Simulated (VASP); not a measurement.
# PtS2 (P-3m1) in VASP: density of states with PBEsol

Aim: the density of states of PtS2 with PBEsol.

Everything below comes from runs of VASP 6.6.1. Logs are shortened: lines on timing, memory, paths and dates and some standing lists are left out, and cuts for length are marked.

**1. The cell of the first run**

It takes space group P-3m1 (No. 164, trigonal). Conventional cell: a = 3.543 Å, b = 3.543 Å, c = 5.039 Å, α = 90.00°, β = 90.00°, γ = 120.00°. Within 3.2 Å of Pt (site symmetry -3m) lie 6 S at 2.40 Å. S (site symmetry 3m) has 3 Pt at 2.40 Å within 3.2 Å.

**2. Density of states, PBEsol**

Input file POSCAR:

```
PtS2
1.0
    3.5431994758      0.0000000000      0.0000000000
   -1.7715997379      3.0685007567      0.0000000000
    0.0000000000      0.0000000000      5.0388000000
Pt S
1 2
Direct
    0.0000000000      0.0000000000      0.0000000000
    0.3333333333      0.6666666667      0.2500000000
    0.6666666667      0.3333333333      0.7500000000
```

Input file INCAR.step1:

```
PREC = Accurate
ENCUT = 400
EDIFF = 1E-6
ISMEAR = 0
SIGMA = 0.1
LREAL = F
LASPH = T
NELM = 120
ALGO = Normal
ISIF = 2
LWAVE = F
LCHARG = T
LMAXMIX = 4
GGA = PS
NBANDS = 18
GGA_COMPAT = F
NEDOS = 2001
LORBIT = 11
```

Input file KPOINTS.step1:

```
Automatic mesh
0
Gamma
  3 3 2
  0 0 0.5
```

Input file INCAR.step2:

```
PREC = Accurate
ENCUT = 400
EDIFF = 1E-6
ISMEAR = 0
SIGMA = 0.1
LREAL = F
LASPH = T
NELM = 120
ALGO = Normal
ISIF = 2
LWAVE = F
LCHARG = F
LMAXMIX = 4
GGA = PS
LORBIT = 10
NEDOS = 1001
ICHARG = 11
GGA_COMPAT = F
```

Input file KPOINTS.step2:

```
regular mesh
0
Gamma
  5 5 3
```

Potentials or basis: VASP PAW PBE potentials, release 64 (Pt, S).

Run with:

```console
cat potpaw_PBE.64/Pt/POTCAR potpaw_PBE.64/S/POTCAR > POTCAR
cp INCAR.step1 INCAR
cp KPOINTS.step1 KPOINTS
mpirun -np 1 vasp_std > vasp.out
cp INCAR.step2 INCAR
cp KPOINTS.step2 KPOINTS
mpirun -np 1 vasp_std > vasp.out
```

OUTCAR:

```text
PREC = Accurate
   ENCUT = 400
   EDIFF = 1E-6
   ISMEAR = 0
   LREAL = F
   LASPH = T
   NELM = 120
   ISIF = 2
   GGA = PS
   LORBIT = 10
   ICHARG = 11

 ion  position               nearest neighbor table
   1  0.000  0.000  0.000-   2 2.40   3 2.40   2 2.40   3 2.40   3 2.40   2 2.40
   2  0.333  0.667  0.250-   1 2.40   1 2.40   1 2.40
   3  0.667  0.333  0.750-   1 2.40   1 2.40   1 2.40

  LATTYP: Found a hexagonal cell.
 ALAT       =     3.5431994758
 C/A-ratio  =     1.4221045229

  Lattice vectors:

 A1 = (   3.5431994758,   0.0000000000,   0.0000000000)
 A2 = (  -1.7715997379,   3.0685007567,   0.0000000000)
 A3 = (   0.0000000000,   0.0000000000,   5.0388000000)

Analysis of symmetry for initial positions (statically):
=====================================================================
 Subroutine PRICEL returns:
 Original cell was already a primitive cell.

 Routine SETGRP: Setting up the symmetry group for a
 hexagonal supercell.

 Subroutine GETGRP returns: Found 12 space group operations
 (whereof 12 operations were pure point group operations)
 out of a pool of 24 trial point group operations.

The static configuration has the point symmetry D_3d.

Analysis of symmetry for dynamics (positions and initial velocities):
=====================================================================
 Subroutine PRICEL returns:
 Original cell was already a primitive cell.

 Routine SETGRP: Setting up the symmetry group for a
 hexagonal supercell.

 Subroutine GETGRP returns: Found 12 space group operations
 (whereof 12 operations were pure point group operations)
 out of a pool of 24 trial point group operations.

The dynamic configuration has the point symmetry D_3d.

 Subroutine INISYM returns: Found 12 space group operations
 (whereof 12 operations are pure point group operations),
 and found     1 'primitive' translations

----------------------------------------------------------------------------------------

                                     Primitive cell

  volume of cell :      54.7834

  direct lattice vectors                    reciprocal lattice vectors
     3.543199476  0.000000000  0.000000000     0.282230794  0.162946025  0.000000000
    -1.771599738  3.068500757  0.000000000     0.000000000  0.325892049  0.000000000
     0.000000000  0.000000000  5.038800000     0.000000000  0.000000000  0.198459951

  length of vectors
     3.543199476  3.543199476  5.038800000     0.325892049  0.325892049  0.198459951

  position of ions in fractional coordinates (direct lattice)
     0.000000000  0.000000000  0.000000000
     0.333333333  0.666666667  0.250000000
     0.666666667  0.333333333  0.750000000

  ion indices of the primitive-cell ions
   primitive index   ion index
                 1           1
                 2           2
                 3           3

----------------------------------------------------------------------------------------

 KPOINTS: regular mesh

Automatic generation of k-mesh.
 Grid dimensions read from file:
 generate k-points for:    5    5    3

 Generating k-lattice:

  Cartesian coordinates                     Fractional coordinates (reciprocal lattice)
     0.056446159  0.032589205  0.000000000     0.200000000  0.000000000  0.000000000
     0.000000000  0.065178410  0.000000000     0.000000000  0.200000000  0.000000000
     0.000000000  0.000000000  0.066153317     0.000000000  0.000000000  0.333333333

  Length of vectors
     0.065178410  0.065178410  0.066153317

  Shift w.r.t. Gamma in fractional coordinates (k-lattice)
     0.000000000  0.000000000  0.000000000

 Subroutine IBZKPT returns following result:
 ===========================================

 Found     12 irreducible k-points:

 Following reciprocal coordinates:
            Coordinates               Weight
  0.000000  0.000000  0.000000      1.000000
  0.200000  0.000000  0.000000      6.000000
  0.400000 -0.000000  0.000000      6.000000
  0.200000  0.200000  0.000000      6.000000
  0.400000  0.200000  0.000000      6.000000
  0.000000  0.000000  0.333333      2.000000
  0.200000  0.000000  0.333333      6.000000
  0.000000  0.200000  0.333333      6.000000
  0.400000 -0.000000  0.333333      6.000000
  0.000000  0.400000  0.333333      6.000000
  0.200000  0.200000  0.333333     12.000000
  0.400000  0.200000  0.333333     12.000000
   k-points           NKPTS =     12   k-points in BZ     NKDIM =     12   number of bands    NBANDS=     15
   number of dos      NEDOS =   1001   number of ions     NIONS =      3
   total plane-waves  NPLWV =  20736
   dimension x,y,z NGX =    24 NGY =   24 NGZ =   36
   dimension x,y,z NGXF=    48 NGYF=   48 NGZF=   72
   ions per type =               1   2
   NGX,Y,Z   is equivalent  to a cutoff of  11.26, 11.26, 11.88 a.u.
   NGXF,Y,Z  is equivalent  to a cutoff of  22.52, 22.52, 23.76 a.u.
 SYSTEM =  unknown system
   PREC   = accura    normal or accurate (medium, high low for compatibility)
   ISTART =      0    job   : 0-new  1-cont  2-samecut
   ICHARG =     11    charge: 1-file 2-atom 10-const
   ISPIN  =      1    spin polarized calculation?
   LNONCOLLINEAR =      F non collinear calculations
   LSORBIT =      F    spin-orbit coupling
   LASPH  =      T    aspherical Exc in radial PAW
   ENCUT  =  400.0 eV  29.40 Ry    5.42 a.u.   5.78  5.78  8.22*2*pi/ulx,y,z
   NELM   =    120;   NELMIN=  2; NELMDL=  0     # of ELM steps
   EDIFF  = 0.1E-05   stopping-criterion for ELM
   LREAL  =      F    real-space projection
   EDIFFG = 0.1E-04   stopping-criterion for IOM
   NSW    =      0    number of steps for IOM
   IBRION =     -1    ionic relax: 0-MD 1-quasi-New 2-CG
   NFREE  =      0    steps in history (QN), initial steepest desc. (CG)
   ISIF   =      2    stress and relaxation
   ISYM   =      2    0-nonsym 1-usesym 2-fastsym
   POTIM  = 0.5000    time-step for ionic-motion
   TEBEG  =    0.0;   TEEND  =   0.0 temperature during run
   PSTRESS=    0.0 pullay stress
   NELECT =      22.0000    total number of electrons
   NUPDOWN=      -1.0000    fix difference up-down
   EMIN   =  10.00;   EMAX   =-10.00  energy-range for DOS
   EFERMI =   0.00;   METHOD = LEGACY
   ISMEAR =     0;   SIGMA  =   0.10  broadening in eV -4-tet -1-fermi 0-gaus
   EFERMI_NEDOS =   21; number of points for ismear=-14 and -15
   IALGO  =     38    algorithm
   IMIX   =      4    mixing-type and parameters
     AMIX     =   0.40;   BMIX     =  1.00
     AMIX_MAG =   1.60;   BMIX_MAG =  1.00
  volume/ion in A,a.u.               =      18.26       123.23
  Fermi-wavevector in a.u.,A,eV,Ry     =   1.207812  2.282434 19.848319  1.458810
  Thomas-Fermi vector in A             =   2.343439
   LORBIT       =     10    0 simple, 1 ext, 2 COOP (PROOUT), +10 PAW based schemes
   GGA     = PS    functional components
   LHFCALC =     F    Hartree Fock is set to
   AEXX    =    0.0000 exact exchange contribution
   IVDW    =     0    specifies the selected vdW correction
   LEPSILON=     F    determine dielectric tensor
   LRPA    =     F    only Hartree local field effects (RPA)
 non-spin polarized calculation
 Gauss-broadening in eV      SIGMA  =   0.10
  energy-cutoff  :      400.00
  volume of cell :       54.78
 maximum number of plane-waves:      1000
 NGX is ok and might be reduce to    24

 number of electron      21.9999997 magnetization

 Free energy of the ion-electron system (eV)
  ---------------------------------------------------
  ext. energy  EPLUGINS =         0.00000000
  ---------------------------------------------------
  free energy    TOTEN  =       -16.97041335 eV

  energy without entropy =      -16.97041334  energy(sigma->0) =      -16.97041335

 E-fermi :   7.1340     XC(G=0): -10.8846

 val. band max:        6.7795110161   @ k =   0.0000   0.0000   0.0000
 cond. band min:       7.5121715193   @ k =   0.2000   0.2000   0.0000
 fundamental gap:      0.7326605031
 Fermi energy:         7.1339600751

 k-point     1 :       0.0000    0.0000    0.0000
  band No.  band energies     occupation
      1      -8.5043      2.00000
      2      -5.6380      2.00000
      3      -0.3500      2.00000
      4       0.2959      2.00000
      5       0.2959      2.00000
      6       2.9574      2.00000
      7       2.9574      2.00000
      8       4.5321      2.00000
      9       5.6612      2.00000
     10       5.6612      2.00000
     11       6.7795      2.00000
     12       8.5386      0.00000
     13       8.5386      0.00000
     14      11.1364      0.00000
     15      11.8802      0.00000

 k-point     2 :       0.2000    0.0000    0.0000
  band No.  band energies     occupation
      1      -8.0189      2.00000
      2      -5.8344      2.00000
      3       0.1662      2.00000
      4       0.5710      2.00000
      5       0.6242      2.00000
      6       2.0903      2.00000
      7       2.7001      2.00000
      8       3.7720      2.00000
      9       5.2151      2.00000
     10       5.4662      2.00000
     11       5.9883      2.00000
     12       8.2519      0.00000
     13       8.5624      0.00000
     14      12.4678      0.00000
     15      13.3713      0.00000
[... 149 lines left out ...]
      3       0.2284      2.00000
      4       0.3350      2.00000
      5       1.3643      2.00000
      6       1.8191      2.00000
      7       2.2534      2.00000
      8       3.7913      2.00000
      9       4.4272      2.00000
     10       4.9388      2.00000
     11       5.5003      2.00000
     12       7.6649      0.00000
     13       8.5205      0.00000
     14      12.6681      0.00000
     15      13.8199      0.00000

 k-point    12 :       0.4000    0.2000    0.3333
  band No.  band energies     occupation
      1      -6.5164      2.00000
      2      -6.2464      2.00000
      3      -0.2676      2.00000
      4       0.5248      2.00000
      5       1.3949      2.00000
      6       1.9642      2.00000
      7       2.4175      2.00000
      8       3.4273      2.00000
      9       3.5311      2.00000
     10       4.5253      2.00000
     11       5.1443      2.00000
     12       7.9894      0.00000
     13       8.7993      0.00000
     14      12.3940      0.00000
     15      13.6945      0.00000

------------------------ aborting loop because EDIFF is reached ----------------------------------------

  FORCE on cell =-STRESS in cart. coord.  units (eV):
  Direction    XX          YY          ZZ          XY          YZ          ZX
  --------------------------------------------------------------------------------------
  -------------------------------------------------------------------------------------
  Total       -0.7591539     -0.7591539     -1.5967020      0.0000000      0.0000000      0.0000000
  in kB      -22.2019664    -22.2019664    -46.6966237      0.0000000      0.0000000      0.0000000
  external PRESSURE =     -30.3668522 kB  Pullay stress =       0.0000000 kB

 VOLUME and BASIS-vectors are now :
 -----------------------------------------------------------------------------
  energy-cutoff  :      400.00
  volume of cell :       54.78
      direct lattice vectors                 reciprocal lattice vectors
     3.543199476  0.000000000  0.000000000     0.282230794  0.162946025  0.000000000
    -1.771599738  3.068500757  0.000000000     0.000000000  0.325892049  0.000000000
     0.000000000  0.000000000  5.038800000     0.000000000  0.000000000  0.198459951

 POSITION                                       TOTAL-FORCE (eV/Angst)
 -----------------------------------------------------------------------------------
      0.00000      0.00000      0.00000        -0.000000      0.000000     -0.000000
     -0.00000      2.04567      1.25970         0.000000      0.000000     -0.614553
      1.77160      1.02283      3.77910        -0.000000      0.000000      0.614553
 -----------------------------------------------------------------------------------
    total drift:                               -0.000000      0.000000      0.000000

  FREE ENERGIE OF THE ION-ELECTRON SYSTEM (eV)
  ---------------------------------------------------
  free  energy   TOTEN  =       -16.9704133488 eV

  energy  without entropy=      -16.9704133434  energy(sigma->0) =      -16.97041335

 total charge

# of ion       s       p       d       tot
------------------------------------------
    1        0.683   0.758   7.974   9.415
    2        1.360   2.236   0.000   3.596
    3        1.360   2.236   0.000   3.596
--------------------------------------------------
tot          3.403   5.231   7.974  16.607
```

Wall time 8.8 s (1 thread of Intel Xeon 6975P-C, shared host); peak memory 0.15 GiB.

Results:

```yaml
Valence_electrons_inside_the_program's_atomic_spheres: Pt 9.41; S 3.60
```

Levels at points of the mesh, in eV from the valence-band top:
| k point | band 9 | band 10 | band 11 | band 12 | band 13 | band 14 |
| --- | --- | --- | --- | --- | --- | --- |
| (0.00, 0.00, 0.00) | -1.12 | -1.12 | 0.00 | 1.76 | 1.76 | 4.36 |

Caveat: the k points lie up to 0.68 Å⁻¹ apart; the PAW data sets were made with another functional, which shifts forces and pressure a little; spin-orbit coupling is left out, which moves the levels of the heavy elements.
